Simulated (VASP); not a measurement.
# SiC (Fm-3m) in VASP: a series of runs

Runs on SiC. Level: r2SCAN. Tasks: single point.

All numbers are computed with VASP 6.6.1; they aren't measurements. Logs are shortened: lines on timing, memory, paths and dates and some standing lists are left out, and cuts for length are marked.

## (1) The cell of the first run

It takes space group Fm-3m (No. 225, cubic). The conventional cell has a = 3.608 Å, b = 3.608 Å, c = 3.608 Å, α = 90.00°, β = 90.00°, γ = 90.00°. C (site symmetry m-3m) has 6 Si at 1.80 Å within 2.4 Å. Within 2.4 Å of Si (site symmetry m-3m) lie 6 C at 1.80 Å.

## (2) Single point, r2SCAN (volume scaled by 0.720)

POSCAR reads:

```
SiC
1.0
    0.0000000000      1.8040886876      1.8040886876
    1.8040886876      0.0000000000      1.8040886876
    1.8040886876      1.8040886876      0.0000000000
C Si
1 1
Direct
    0.0000000000      0.0000000000      0.0000000000
    0.5000000000      0.5000000000      0.5000000000
```

INCAR.step1 reads:

```
SYSTEM = SiC
PREC = Accurate
ENCUT = 520
ISMEAR = 0
SIGMA = 0.05
LREAL = .FALSE.
LASPH = .TRUE.
NELM = 100
NBANDS = 11
GGA = PE
ALGO = Normal
EDIFF = 1E-4
LWAVE = .TRUE.
LCHARG = .FALSE.
```

INCAR.step2 reads:

```
SYSTEM = SiC
PREC = Accurate
ENCUT = 520
EDIFF = 1E-6
ISMEAR = 0
SIGMA = 0.05
LREAL = .FALSE.
LASPH = .TRUE.
NELM = 100
ALGO = Normal
ISIF = 2
LWAVE = .FALSE.
LCHARG = .FALSE.
METAGGA = R2SCAN
LMIXTAU = .TRUE.
NBANDS = 11
ISTART = 1
```

KPOINTS reads:

```
Automatic mesh
0
G
  20 20 20
  0 0 0
```

Potentials or basis: VASP PAW PBE potentials, release 64 (C, Si).

The run is started by

```console
$ cat potpaw_PBE.64/C/POTCAR potpaw_PBE.64/Si/POTCAR > POTCAR
$ cp INCAR.step1 INCAR
$ mpirun -np 1 vasp_std > vasp.out
$ cp INCAR.step2 INCAR
$ mpirun -np 1 vasp_std > vasp.out
```

OUTCAR:

```text
SYSTEM = SiC
   PREC = Accurate
   ENCUT = 520
   EDIFF = 1E-6
   ISMEAR = 0
   LREAL = .FALSE.
   LASPH = .TRUE.
   NELM = 100
   ISIF = 2
   METAGGA = R2SCAN
   ISTART = 1

 ion  position               nearest neighbor table
   1  0.000  0.000  0.000-   2 1.80   2 1.80   2 1.80   2 1.80   2 1.80   2 1.80
   2  0.500  0.500  0.500-   1 1.80   1 1.80   1 1.80   1 1.80   1 1.80   1 1.80

  LATTYP: Found a face centered cubic cell.
 ALAT       =     3.6081773752

  Lattice vectors:

 A1 = (   0.0000000000,   1.8040886876,   1.8040886876)
 A2 = (   1.8040886876,   0.0000000000,   1.8040886876)
 A3 = (   1.8040886876,   1.8040886876,   0.0000000000)

Analysis of symmetry for initial positions (statically):
=====================================================================
 Subroutine PRICEL returns:
 Original cell was already a primitive cell.

 Routine SETGRP: Setting up the symmetry group for a
 face centered cubic supercell.

 Subroutine GETGRP returns: Found 48 space group operations
 (whereof 48 operations were pure point group operations)
 out of a pool of 48 trial point group operations.

The static configuration has the point symmetry O_h .

Analysis of symmetry for dynamics (positions and initial velocities):
=====================================================================
 Subroutine PRICEL returns:
 Original cell was already a primitive cell.

 Routine SETGRP: Setting up the symmetry group for a
 face centered cubic supercell.

 Subroutine GETGRP returns: Found 48 space group operations
 (whereof 48 operations were pure point group operations)
 out of a pool of 48 trial point group operations.

The dynamic configuration has the point symmetry O_h .

 Subroutine INISYM returns: Found 48 space group operations
 (whereof 48 operations are pure point group operations),
 and found     1 'primitive' translations

----------------------------------------------------------------------------------------

                                     Primitive cell

  volume of cell :      11.7437

  direct lattice vectors                    reciprocal lattice vectors
     0.000000000  1.804088688  1.804088688    -0.277148237  0.277148237  0.277148237
     1.804088688  0.000000000  1.804088688     0.277148237 -0.277148237  0.277148237
     1.804088688  1.804088688  0.000000000     0.277148237  0.277148237 -0.277148237

  length of vectors
     2.551366690  2.551366690  2.551366690     0.480034829  0.480034829  0.480034829

  position of ions in fractional coordinates (direct lattice)
     0.000000000  0.000000000  0.000000000
[... 81 lines left out ...]
   NSW    =      0    number of steps for IOM
   IBRION =     -1    ionic relax: 0-MD 1-quasi-New 2-CG
   NFREE  =      0    steps in history (QN), initial steepest desc. (CG)
   ISIF   =      2    stress and relaxation
   ISYM   =      2    0-nonsym 1-usesym 2-fastsym
   POTIM  = 0.5000    time-step for ionic-motion
   TEBEG  =    0.0;   TEEND  =   0.0 temperature during run
   PSTRESS=    0.0 pullay stress
   NELECT =       8.0000    total number of electrons
   NUPDOWN=      -1.0000    fix difference up-down
   EMIN   =  10.00;   EMAX   =-10.00  energy-range for DOS
   EFERMI =   0.00;   METHOD = LEGACY
   ISMEAR =     0;   SIGMA  =   0.05  broadening in eV -4-tet -1-fermi 0-gaus
   EFERMI_NEDOS =   21; number of points for ismear=-14 and -15
   IALGO  =     38    algorithm
   IMIX   =      4    mixing-type and parameters
     AMIX     =   0.40;   BMIX     =  1.00
     AMIX_MAG =   1.60;   BMIX_MAG =  1.00
  volume/ion in A,a.u.               =       5.87        39.63
  Fermi-wavevector in a.u.,A,eV,Ry     =   1.440468  2.722090 28.231382  2.074948
  Thomas-Fermi vector in A             =   2.559209
   LORBIT       =      0    0 simple, 1 ext, 2 COOP (PROOUT), +10 PAW based schemes
   METAGGA = R2SCAN    functional components
   LHFCALC =     F    Hartree Fock is set to
   AEXX    =    0.0000 exact exchange contribution
   IVDW    =     0    specifies the selected vdW correction
   LEPSILON=     F    determine dielectric tensor
   LRPA    =     F    only Hartree local field effects (RPA)
 non-spin polarized calculation
 Gauss-broadening in eV      SIGMA  =   0.05
  energy-cutoff  :      520.00
  volume of cell :       11.74
 maximum number of plane-waves:       332
   NGX =  9   NGY =  9   NGZ =  9

 number of electron       8.0000000 magnetization

 Free energy of the ion-electron system (eV)
  ---------------------------------------------------
  ext. energy  EPLUGINS =         0.00000000
  ---------------------------------------------------
  free energy    TOTEN  =       -15.71857555 eV

  energy without entropy =      -15.71857555  energy(sigma->0) =      -15.71857555

 E-fermi :  18.6875     XC(G=0): -15.1611

 val. band max:       18.4754240520   @ k =   0.0000   0.0000   0.0000
 cond. band min:      19.5512250924   @ k =   0.5000   0.5000   0.0000
 fundamental gap:      1.0758010404
 Fermi energy:        18.6875352367

 k-point     1 :       0.0000    0.0000    0.0000
  band No.  band energies     occupation
      1      -5.5763      2.00000
      2      18.4754      2.00000
      3      18.4754      2.00000
      4      18.4754      2.00000
      5      27.9535      0.00000
      6      27.9535      0.00000
      7      27.9535      0.00000
      8      34.2336      0.00000
      9      34.7975      0.00000
     10      34.7975      0.00000
     11      36.1658      0.00000
[... 309 lines left out ...]
 k-point    24 :      -0.3500    0.0500    0.0000
  band No.  band energies     occupation
      1      -1.3362      2.00000
      2       6.9194      2.00000
      3      15.7609      2.00000
      4      16.5989      2.00000
      5      26.6749      0.00000
      6      26.8624      0.00000
      7      27.5468      0.00000
      8      34.5871      0.00000
      9      36.4143      0.00000
     10      37.5019      0.00000
     11      39.5019      0.00000

 [... further k-points ...]
[... 5 lines left out ...]
  --------------------------------------------------------------------------------------
  -------------------------------------------------------------------------------------
  Total       13.1073235     13.1073235     13.1073235     -0.0000000     -0.0000000      0.0000000
  in kB     1788.2200327   1788.2200327   1788.2200327     -0.0000000     -0.0000000      0.0000000
  external PRESSURE =    1788.2200327 kB  Pullay stress =       0.0000000 kB

 VOLUME and BASIS-vectors are now :
 -----------------------------------------------------------------------------
  energy-cutoff  :      520.00
  volume of cell :       11.74
      direct lattice vectors                 reciprocal lattice vectors
     0.000000000  1.804088688  1.804088688    -0.277148237  0.277148237  0.277148237
     1.804088688  0.000000000  1.804088688     0.277148237 -0.277148237  0.277148237
     1.804088688  1.804088688  0.000000000     0.277148237  0.277148237 -0.277148237

 POSITION                                       TOTAL-FORCE (eV/Angst)
 -----------------------------------------------------------------------------------
      0.00000      0.00000      0.00000         0.000000     -0.000000      0.000000
      1.80409      1.80409      1.80409        -0.000000      0.000000     -0.000000
 -----------------------------------------------------------------------------------
    total drift:                                0.000000     -0.000000     -0.000000

  FREE ENERGIE OF THE ION-ELECTRON SYSTEM (eV)
  ---------------------------------------------------
  free  energy   TOTEN  =       -15.7185755498 eV

  energy  without entropy=      -15.7185755498  energy(sigma->0) =      -15.71857555
```

OSZICAR.step1:

```text
N       E                     dE             d eps       ncg     rms          rms(c)
DAV:   1     0.527808977980E+01    0.52781E+01   -0.46095E+03  5782   0.710E+02
DAV:   2    -0.131484071181E+02   -0.18426E+02   -0.17594E+02  7098   0.116E+02
DAV:   3    -0.135331801536E+02   -0.38477E+00   -0.38407E+00  6894   0.126E+01
DAV:   4    -0.135337018697E+02   -0.52172E-03   -0.52169E-03  6253   0.569E-01
DAV:   5    -0.135337025145E+02   -0.64475E-06   -0.64475E-06  6689   0.187E-02    0.134E+01
DAV:   6    -0.116422579218E+02    0.18914E+01   -0.41823E+00  5956   0.113E+01    0.673E+00
DAV:   7    -0.114829109198E+02    0.15935E+00   -0.76316E-01  6503   0.523E+00    0.208E+00
DAV:   8    -0.114789631120E+02    0.39478E-02   -0.80491E-03  6045   0.683E-01    0.569E-01
DAV:   9    -0.114786781066E+02    0.28501E-03   -0.45051E-04  6885   0.199E-01    0.184E-01
DAV:  10    -0.114786828706E+02   -0.47641E-05   -0.52664E-06  3038   0.200E-02
   1 F= -.11478683E+02 E0= -.11478683E+02  d E =-.456208E-23
```

Wall time 3.3 min (1 thread of Intel Xeon 8259CL, shared host); peak memory 0.15 GiB.

Results:

| Property | Result |
| --- | --- |
| Free energy | -15.7186 eV |
| Pressure | 178.8 GPa |
| Band gap on the k mesh | 1.08 eV, indirect (least direct gap 7.20 eV) |

Caveat: the PAW data sets were made with another functional, which shifts forces and pressure a little. A k mesh can miss the band edges.

(Part 1 of 2 ends here.)
